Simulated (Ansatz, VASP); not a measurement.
# One calculation of Ca, two programs

```
Ca
1.0
     3.66535    0.00000    0.00000
    -1.83268    3.17429    0.00000
     0.00000    0.00000    3.39863
Ca
1
Direct
  0.00000 0.00000 0.00000
```

Change from the starting cell: volume scaled by 0.92, PAW files.

Alike in both runs: task single point; functional PBE; k mesh 12 × 12 × 11; occupations fermi-dirac, width 0.08 eV; no spin polarisation.

|  | VASP | Ansatz |
| --- | --- | --- |
| version | VASP 6.6.1 | Ansatz 0.2.0 |
| potentials or method | VASP PAW PBE potentials, release 64 (Ca_sv) | PAW with Ansatz's default frozen-core files, scalar-relativistic |
| plane-wave cutoff (eV) | 520 | 420 |
| valence electrons in the cell | 10 | 10 |

|  | VASP | Ansatz | Ansatz less VASP |
| --- | --- | --- | --- |
| pressure (GPa) | 1.2 | 1.2 | 0.00 |
